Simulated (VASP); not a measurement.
Al2BN3:

```
CELL_PARAMETERS angstrom
3.20461 0.00000 0.00000
-1.60230 2.77527 0.00000
0.00000 0.00000 7.84966
ATOMIC_POSITIONS crystal
Al 0.00000 0.00000 0.00000
Al 0.66667 0.33333 0.33333
B 0.33333 0.66667 0.66667
N 0.66667 0.33333 0.08333
N 0.33333 0.66667 0.41667
N 0.00000 0.00000 0.75000
```

```yaml
Program: VASP 6.6.1
Task: relaxation of cell and atoms
Functional: PBE
Potentials_or_basis: VASP PAW PBE potentials, release 64 (Al, B, N)
Cutoff: 600 eV
k_mesh: 6 × 6 × 2
Occupations: gaussian, width 0.1 eV
Spin: no spin polarisation
```

At the start: pressure -31.6 GPa; volume 11.64 Å³/atom.

Task: How do energy, volume and symmetry change on relaxing?

Result: Over 12 steps the energy falls by 427.4 meV/atom and the volume is 9.13 Å³/atom (-21.5 %); space group P3m1 (No. 156, to 0.1 Å) before and after.

Step by step:
| step | energy change (eV) | largest force (eV/Å) | pressure (GPa) | volume (Å³) |
| --- | --- | --- | --- | --- |
| 1 | 0.0000 | 1.9403 | -31.57 | 69.81 |
| 2 | -1.6871 | 3.1755 | 32.30 | 49.11 |
| 3 | -2.0829 | 3.0369 | 4.20 | 54.21 |
| 4 | -2.4673 | 1.3067 | 7.36 | 53.24 |
| 5 | -2.4875 | 1.2639 | 6.22 | 53.40 |
| 6 | -2.5333 | 0.9073 | -3.57 | 55.73 |
| 7 | -2.5617 | 0.1290 | -0.09 | 54.82 |
| 8 | -2.5617 | 0.1352 | 0.02 | 54.79 |
| 9 | -2.5641 | 0.0667 | -0.21 | 54.83 |
| 10 | -2.5641 | 0.0654 | -0.22 | 54.83 |
| 11 | -2.5642 | 0.0420 | 0.11 | 54.75 |
| 12 | -2.5643 | 0.0055 | -0.02 | 54.78 |

Final structure:
```
Al B N
1.0
     2.95787    0.00000    0.00000
    -1.47893    2.56159    0.00000
     0.00000    0.00000    7.22967
Al B N
2 1 3
Direct
  0.00000 0.00000 0.98959
  0.66667 0.33333 0.34692
  0.33333 0.66667 0.65432
  0.66667 0.33333 0.08775
  0.33333 0.66667 0.44354
  0.00000 0.00000 0.72788
```

Caveat: the volume moved by over 15 % at a fixed basis, so the end points are rough.
